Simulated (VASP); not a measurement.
# ScAl3 (I4/mmm) in VASP: notebook

Runs on ScAl3. Level: PBEsol. Tasks: single point, relaxation of cell and atoms.

Everything below comes from runs of VASP 6.6.1. Logs are shortened: lines on timing, memory, paths and dates and some standing lists are left out, and cuts for length are marked.

## Step 1: The cell of the first run

It takes space group I4/mmm (No. 139, tetragonal). The conventional cell has a = 3.991 Å, b = 3.991 Å, c = 8.740 Å, α = 90.00°, β = 90.00°, γ = 90.00°. Within 3.7 Å of Sc (site symmetry 4/mmm) lie 12 Al at 2.82 to 2.96 Å. Al (site symmetry -4m2) has 8 Al at 2.82 to 2.96 Å and 4 Sc at 2.96 Å within 3.7 Å. Within 3.7 Å of Al (site symmetry 4/mmm) lie 4 Sc at 2.82 Å and 8 Al at 2.96 Å.

## Step 2: Single point, PBEsol

INCAR

```
PREC = Accurate
ENCUT = 520
EDIFF = 1E-6
ISMEAR = 0
SIGMA = 0.1
LREAL = F
LASPH = T
NELM = 80
ALGO = Fast
ISIF = 2
LWAVE = F
LCHARG = T
GGA = PS
LELF = T
LVHAR = T
NBANDS = 18
```

KPOINTS

```
regular mesh
0
Gamma
  14 14 14
```

POSCAR

```
ScAl3
1.0
   -1.9957388894      1.9957388894      4.3698183021
    1.9957388894     -1.9957388894      4.3698183021
    1.9957388894      1.9957388894     -4.3698183021
Sc Al
1 3
Direct
    0.0000000000      0.0000000000      0.0000000000
    0.7500000000      0.2500000000      0.5000000000
    0.2500000000      0.7500000000      0.5000000000
    0.5000000000      0.5000000000      0.0000000000
```

Potentials or basis: VASP PAW PBE potentials, release 64 (Sc_sv, Al).

On the command line:

```bash
$ cat potpaw_PBE.64/Sc_sv/POTCAR potpaw_PBE.64/Al/POTCAR > POTCAR
$ mpirun -np 1 vasp_std > vasp.out
```

OUTCAR:

```text
PREC = Accurate
   ENCUT = 520
   EDIFF = 1E-6
   ISMEAR = 0
   LREAL = F
   LASPH = T
   NELM = 80
   ISIF = 2
   GGA = PS

 ion  position               nearest neighbor table
   1  0.000  0.000  0.000-   4 2.82   4 2.82   4 2.82   4 2.82   3 2.96   2 2.96   3 2.96   3 2.96
                             2 2.96   2 2.96   3 2.96   2 2.96
   2  0.750  0.250  0.500-   3 2.82   3 2.82   3 2.82   3 2.82   4 2.96   1 2.96   4 2.96   1 2.96
                             4 2.96   4 2.96   1 2.96   1 2.96
   3  0.250  0.750  0.500-   2 2.82   2 2.82   2 2.82   2 2.82   4 2.96   1 2.96   4 2.96   4 2.96
                             1 2.96   1 2.96   4 2.96   1 2.96
   4  0.500  0.500  0.000-   1 2.82   1 2.82   1 2.82   1 2.82   3 2.96   2 2.96   3 2.96   2 2.96
                             3 2.96   3 2.96   2 2.96   2 2.96

  LATTYP: Found a body centered tetragonal cell.
 ALAT       =     3.9914777788
 C/A-ratio  =     2.1895741599

  Lattice vectors:

 A1 = (  -1.9957388894,   1.9957388894,   4.3698183021)
 A2 = (   1.9957388894,  -1.9957388894,   4.3698183021)
 A3 = (   1.9957388894,   1.9957388894,  -4.3698183021)

Analysis of symmetry for initial positions (statically):
=====================================================================
 Subroutine PRICEL returns:
 Original cell was already a primitive cell.

 Routine SETGRP: Setting up the symmetry group for a
 body centered tetragonal supercell.

 Subroutine GETGRP returns: Found 16 space group operations
 (whereof 16 operations were pure point group operations)
 out of a pool of 16 trial point group operations.

The static configuration has the point symmetry D_4h.

Analysis of symmetry for dynamics (positions and initial velocities):
=====================================================================
 Subroutine PRICEL returns:
 Original cell was already a primitive cell.

 Routine SETGRP: Setting up the symmetry group for a
 body centered tetragonal supercell.

 Subroutine GETGRP returns: Found 16 space group operations
 (whereof 16 operations were pure point group operations)
 out of a pool of 16 trial point group operations.

The dynamic configuration has the point symmetry D_4h.

 Subroutine INISYM returns: Found 16 space group operations
 (whereof 16 operations are pure point group operations),
 and found     1 'primitive' translations

----------------------------------------------------------------------------------------

                                     Primitive cell

  volume of cell :      69.6195

  direct lattice vectors                    reciprocal lattice vectors
    -1.995738889  1.995738889  4.369818302     0.000000000  0.250533776  0.114421233
     1.995738889 -1.995738889  4.369818302     0.250533776  0.000000000  0.114421233
     1.995738889  1.995738889 -4.369818302     0.250533776  0.250533776  0.000000000

  length of vectors
     5.202043774  5.202043774  5.202043774     0.275425837  0.275425837  0.354308264

  position of ions in fractional coordinates (direct lattice)
     0.000000000  0.000000000  0.000000000
     0.750000000  0.250000000  0.500000000
     0.250000000  0.750000000  0.500000000
     0.500000000  0.500000000  0.000000000

  ion indices of the primitive-cell ions
   primitive index   ion index
                 1           1
                 2           2
                 3           3
                 4           4

----------------------------------------------------------------------------------------

 KPOINTS: regular mesh

Automatic generation of k-mesh.
 Grid dimensions read from file:
 generate k-points for:   14   14   14

 Generating k-lattice:

  Cartesian coordinates                     Fractional coordinates (reciprocal lattice)
     0.000000000  0.017895270  0.008172945     0.071428571  0.000000000  0.000000000
     0.017895270  0.000000000  0.008172945     0.000000000  0.071428571  0.000000000
     0.017895270  0.017895270  0.000000000     0.000000000  0.000000000  0.071428571

  Length of vectors
     0.019673274  0.019673274  0.025307733

  Shift w.r.t. Gamma in fractional coordinates (k-lattice)
     0.000000000  0.000000000  0.000000000

 Subroutine IBZKPT returns following result:
 ===========================================

 Found    244 irreducible k-points:

 Following reciprocal coordinates:
            Coordinates               Weight
  0.000000  0.000000  0.000000      1.000000
  0.071429  0.000000  0.000000      8.000000
  0.142857  0.000000 -0.000000      8.000000
  0.214286  0.000000 -0.000000      8.000000
  0.285714 -0.000000  0.000000      8.000000
  0.357143  0.000000 -0.000000      8.000000
[... 16 lines left out ...]
  0.214286  0.142857  0.000000     16.000000
  0.285714  0.142857  0.000000     16.000000
 [... further k-points ...]
   k-points           NKPTS =    244   k-points in BZ     NKDIM =    244   number of bands    NBANDS=     18
   number of dos      NEDOS =    301   number of ions     NIONS =      4
   total plane-waves  NPLWV =  64000
   dimension x,y,z NGX =    40 NGY =   40 NGZ =   40
   dimension x,y,z NGXF=    80 NGYF=   80 NGZF=   80
   ions per type =               1   3
   NGX,Y,Z   is equivalent  to a cutoff of  12.78, 12.78, 12.78 a.u.
   NGXF,Y,Z  is equivalent  to a cutoff of  25.57, 25.57, 25.57 a.u.
 SYSTEM =  unknown system
   PREC   = accura    normal or accurate (medium, high low for compatibility)
   ISTART =      0    job   : 0-new  1-cont  2-samecut
   ICHARG =      2    charge: 1-file 2-atom 10-const
   ISPIN  =      1    spin polarized calculation?
   LNONCOLLINEAR =      F non collinear calculations
   LSORBIT =      F    spin-orbit coupling
   LASPH  =      T    aspherical Exc in radial PAW
   ENCUT  =  520.0 eV  38.22 Ry    6.18 a.u.   9.67  9.67  9.67*2*pi/ulx,y,z
   NELM   =     80;   NELMIN=  2; NELMDL= -5     # of ELM steps
   EDIFF  = 0.1E-05   stopping-criterion for ELM
   LREAL  =      F    real-space projection
   EDIFFG = 0.1E-04   stopping-criterion for IOM
   NSW    =      0    number of steps for IOM
   IBRION =     -1    ionic relax: 0-MD 1-quasi-New 2-CG
   NFREE  =      0    steps in history (QN), initial steepest desc. (CG)
   ISIF   =      2    stress and relaxation
   ISYM   =      2    0-nonsym 1-usesym 2-fastsym
   POTIM  = 0.5000    time-step for ionic-motion
   TEBEG  =    0.0;   TEEND  =   0.0 temperature during run
   PSTRESS=    0.0 pullay stress
   NELECT =      20.0000    total number of electrons
   NUPDOWN=      -1.0000    fix difference up-down
   EMIN   =  10.00;   EMAX   =-10.00  energy-range for DOS
   EFERMI =   0.00;   METHOD = LEGACY
   ISMEAR =     0;   SIGMA  =   0.10  broadening in eV -4-tet -1-fermi 0-gaus
   EFERMI_NEDOS =   21; number of points for ismear=-14 and -15
   IALGO  =     68    algorithm
   IMIX   =      4    mixing-type and parameters
     AMIX     =   0.40;   BMIX     =  1.00
     AMIX_MAG =   1.60;   BMIX_MAG =  1.00
  volume/ion in A,a.u.               =      17.40       117.45
  Fermi-wavevector in a.u.,A,eV,Ry     =   1.080209  2.041299 15.875986  1.166852
  Thomas-Fermi vector in A             =   2.216194
   LORBIT       =      0    0 simple, 1 ext, 2 COOP (PROOUT), +10 PAW based schemes
   GGA     = PS    functional components
   LHFCALC =     F    Hartree Fock is set to
   AEXX    =    0.0000 exact exchange contribution
   IVDW    =     0    specifies the selected vdW correction
   LEPSILON=     F    determine dielectric tensor
   LRPA    =     F    only Hartree local field effects (RPA)
 non-spin polarized calculation
 RMM-DIIS sequential band-by-band and
 Gauss-broadening in eV      SIGMA  =   0.10
  energy-cutoff  :      520.00
  volume of cell :       69.62
 maximum number of plane-waves:      1905
   NGX = 19   NGY = 19   NGZ = 19

 number of electron      19.9999999 magnetization

 Free energy of the ion-electron system (eV)
  ---------------------------------------------------
  ext. energy  EPLUGINS =         0.00000000
  ---------------------------------------------------
  free energy    TOTEN  =       -20.38184396 eV

  energy without entropy =      -20.37088106  energy(sigma->0) =      -20.37636251

 E-fermi :   6.6467     XC(G=0): -10.4286

 val. band max:        6.6455106145   @ k =   0.5000   0.5000   0.2143
 cond. band min:       6.6473008945   @ k =  -0.3571   0.5000   0.2143
 fundamental gap:      0.0017902800
 Fermi energy:         6.6467342546

 k-point     1 :       0.0000    0.0000    0.0000
  band No.  band energies     occupation
      1     -41.9004      2.00000
      2     -20.7008      2.00000
      3     -20.6797      2.00000
      4     -20.6797      2.00000
      5      -2.8769      2.00000
      6       4.1223      2.00000
[... 10 lines left out ...]
     17      11.3148      0.00000
     18      12.4167      0.00000

 k-point     2 :       0.0714    0.0000    0.0000
  band No.  band energies     occupation
      1     -41.9004      2.00000
      2     -20.7007      2.00000
      3     -20.6817      2.00000
      4     -20.6796      2.00000
      5      -2.8170      2.00000
      6       3.8271      2.00000
[... 10 lines left out ...]
     17      11.4554      0.00000
     18      12.6185      0.00000

 k-point     3 :       0.1429    0.0000   -0.0000
  band No.  band energies     occupation
      1     -41.9001      2.00000
      2     -20.7006      2.00000
      3     -20.6873      2.00000
      4     -20.6792      2.00000
      5      -2.6384      2.00000
      6       3.4277      2.00000
[... 10 lines left out ...]
     17      11.3912      0.00000
     18      11.8004      0.00000

 k-point     4 :       0.2143    0.0000   -0.0000
  band No.  band energies     occupation
      1     -41.8997      2.00000
      2     -20.7004      2.00000
      3     -20.6952      2.00000
      4     -20.6786      2.00000
      5      -2.3441      2.00000
      6       2.9287      2.00000
[... 375 lines left out ...]
      4     -20.6861      2.00000
      5      -2.3239      2.00000
      6       2.7766      2.00000
[... 10 lines left out ...]
     17      11.6109      0.00000
     18      11.6543      0.00000

 k-point    23 :       0.2143    0.1429    0.0000
  band No.  band energies     occupation
      1     -41.8994      2.00000
      2     -20.7007      2.00000
      3     -20.6945      2.00000
      4     -20.6859      2.00000
      5      -1.9968      2.00000
      6       2.4748      2.00000
[... 10 lines left out ...]
     17      11.6055      0.00000
     18      12.1414      0.00000

 k-point    24 :       0.2857    0.1429    0.0000
  band No.  band energies     occupation
      1     -41.8990      2.00000
      2     -20.7037      2.00000
      3     -20.6998      2.00000
      4     -20.6852      2.00000
      5      -1.5643      2.00000
      6       2.0189      2.00000
[... 10 lines left out ...]
     17      11.6803      0.00000
     18      12.7495      0.00000

 [... further k-points ...]

------------------------ aborting loop because EDIFF is reached ----------------------------------------

  FORCE on cell =-STRESS in cart. coord.  units (eV):
  Direction    XX          YY          ZZ          XY          YZ          ZX
  --------------------------------------------------------------------------------------
  -------------------------------------------------------------------------------------
  Total        0.0484096      0.0484096      0.0435551      0.0000000     -0.0000000      0.0000000
  in kB        1.1140669      1.1140669      1.0023481      0.0000000     -0.0000000      0.0000000
  external PRESSURE =       1.0768273 kB  Pullay stress =       0.0000000 kB

 VOLUME and BASIS-vectors are now :
 -----------------------------------------------------------------------------
  energy-cutoff  :      520.00
  volume of cell :       69.62
      direct lattice vectors                 reciprocal lattice vectors
    -1.995738889  1.995738889  4.369818302     0.000000000  0.250533776  0.114421233
     1.995738889 -1.995738889  4.369818302     0.250533776  0.000000000  0.114421233
     1.995738889  1.995738889 -4.369818302     0.250533776  0.250533776  0.000000000

 POSITION                                       TOTAL-FORCE (eV/Angst)
 -----------------------------------------------------------------------------------
      0.00000      0.00000      0.00000        -0.000000      0.000000     -0.000000
      0.00000      1.99574      2.18491        -0.000000      0.000000     -0.000000
      1.99574      0.00000      2.18491         0.000000     -0.000000      0.000000
      0.00000      0.00000      4.36982        -0.000000      0.000000     -0.000000
 -----------------------------------------------------------------------------------
    total drift:                               -0.000000     -0.000000     -0.000000

  FREE ENERGIE OF THE ION-ELECTRON SYSTEM (eV)
  ---------------------------------------------------
  free  energy   TOTEN  =       -20.3818439623 eV

  energy  without entropy=      -20.3708810609  energy(sigma->0) =      -20.37636251
```

It took 9 min on 1 thread of Intel Xeon Platinum 8124M at 3.00GHz (Skylake/Cascade Lake), shared host; peak memory 0.46 GiB.

Results:

* Free energy: -20.3818 eV
* Pressure: 0.1 GPa
* Band gap on the k mesh: zero (bands 10 and 11 overlap by 2.13 eV)

Caveat: the PAW data sets were made with another functional, which shifts forces and pressure a little.

## Step 3: Single point, PBEsol

INCAR is that of step 2.

KPOINTS is that of step 2.

POSCAR

```
ScAl3
1.0
   -1.9957388890      1.9957388890      4.3698183021
    1.9957388890     -1.9957388890      4.3698183021
    1.9957388890      1.9957388890     -4.3698183021
Sc Al
1 3
Direct
    0.0000000000      0.0000000000      0.0000000000
    0.7500000000      0.2500000000      0.5000000000
    0.2500000000      0.7500000000      0.5000000000
    0.5000000000      0.5000000000      0.0000000000
```

Potentials or basis: VASP PAW PBE potentials, release 64 (Sc_sv, Al).

On the command line:

```bash
$ cat potpaw_PBE.64/Sc_sv/POTCAR potpaw_PBE.64/Al/POTCAR > POTCAR
$ mpirun -np 1 vasp_std > vasp.out
```

It took 17 min on 1 thread of Oxide Virtual Turin-like, shared host; peak memory 0.42 GiB.

It converged, with:

```yaml
Free_energy: -20.3818 eV
Pressure: 0.1 GPa
Band_gap_on_the_k_mesh: zero (bands 10 and 11 overlap by 2.13 eV)
```

Levels at points of the mesh, in eV from the Fermi level:
```tsv
k point	band 6	band 7	band 8	band 9	band 10	band 11	band 12	band 13	band 14	band 15
(0.00, 0.00, 0.00)	-2.52	-2.24	-1.03	-1.03	-0.93	1.60	1.64	1.64	1.76	2.31
(0.50, 0.00, 0.00)	-6.60	-3.20	-2.75	-0.72	0.35	1.15	1.87	2.76	2.78	3.46
(0.50, 0.50, 0.00)	-4.90	-4.29	-3.47	-2.42	-1.89	-0.51	2.60	2.82	3.05	3.07
(0.50, 0.50, 0.50)	-7.08	-1.79	-0.97	-0.97	0.20	1.50	1.50	1.95	3.61	4.91
```

Caveat: the PAW data sets were made with another functional, which shifts forces and pressure a little.

## Step 4: Relaxation of cell and atoms, PBEsol

This run uses another cell than the first one, of 17.92 Å³/atom.

INCAR

```
SYSTEM = ScAl3
ALGO = Fast ; EDIFF = 1E-6
EDIFFG = -0.005 ; ENCUT = 600
GGA = PS ; IBRION = 2
ISIF = 3 ; ISMEAR = 0
LASPH = .TRUE. ; LCHARG = .FALSE.
LREAL = .FALSE. ; LWAVE = .FALSE.
NELM = 60 ; NSW = 100
PREC = Accurate ; SIGMA = 0.1
```

KPOINTS

```
k-points
0
G
  14 14 14
  0 0 0
```

POSCAR

```
ScAl3
1.0
   -2.0127950000      2.0127950000      4.4231960000
    2.0127950000     -2.0127950000      4.4231960000
    2.0127950000      2.0127950000     -4.4231960000
Sc Al
1 3
Direct
    0.0000000000      0.0000000000      0.0000000000
    0.7500000000      0.2500000000      0.5000000000
    0.2500000000      0.7500000000      0.5000000000
    0.5000000000      0.5000000000      0.0000000000
```

On the command line:

```bash
$ cat potpaw_PBE.64/Sc_sv/POTCAR potpaw_PBE.64/Al/POTCAR > POTCAR
$ mpirun -np 1 vasp_std > vasp.out
```

Run time: 51 min. Hardware: 1 thread of Oxide Virtual Turin-like, shared host; peak memory 0.47 GiB.

The run converged. Its results:

```
Free energy                           : -20.3828 eV
Relaxed volume                        : 17.43 Å³/atom
Relaxed cell                          : a = 5.205 Å, b = 5.205 Å, c = 5.205 Å, α = 134.88°, β = 134.88°, γ = 65.72°
Space group after relaxing (to 0.1 Å) : I4/mmm (No. 139)
Energy gained by relaxing             : 3.6 meV/atom
Ionic steps                           : 6
Pressure after relaxing               : 0.0 GPa
Band gap on the k mesh                : zero (bands 10 and 11 overlap by 2.13 eV)
```

Step by step:
| step | energy change (eV) | largest force (eV/Å) | pressure (GPa) | volume (Å³) |
| --- | --- | --- | --- | --- |
| 1 | 0.0000 | 0.0000 | -2.21 | 71.68 |
| 2 | -0.0131 | 0.0000 | 0.76 | 69.15 |
| 3 | -0.0143 | 0.0000 | 0.03 | 69.70 |
| 4 | -0.0143 | 0.0000 | -0.01 | 69.74 |
| 5 | -0.0144 | 0.0000 | -0.03 | 69.74 |
| 6 | -0.0145 | 0.0000 | -0.03 | 69.74 |

Final structure:
```
Sc Al
1.0
    -1.99690    1.99690    4.37205
     1.99690   -1.99690    4.37205
     1.99690    1.99690   -4.37205
Sc Al
1 3
Direct
  0.00000 0.00000 0.00000
  0.75000 0.25000 0.50000
  0.25000 0.75000 0.50000
  0.50000 0.50000 0.00000
```

Levels at points of the mesh, in eV from the Fermi level:
| k point | band 7 | band 8 | band 9 | band 10 | band 11 | band 12 | band 13 | band 14 |
| --- | --- | --- | --- | --- | --- | --- | --- | --- |
| (0.00, 0.00, 0.00) | -2.24 | -1.03 | -1.03 | -0.93 | 1.59 | 1.64 | 1.64 | 1.76 |
| (0.50, 0.00, 0.00) | -3.20 | -2.75 | -0.72 | 0.35 | 1.15 | 1.87 | 2.76 | 2.77 |
| (0.50, 0.50, 0.00) | -4.29 | -3.46 | -2.42 | -1.88 | -0.51 | 2.59 | 2.81 | 3.06 |
| (0.50, 0.50, 0.50) | -1.79 | -0.97 | -0.97 | 0.20 | 1.50 | 1.50 | 1.95 | 3.61 |

Caveat: the PAW data sets were made with another functional, which shifts forces and pressure a little.
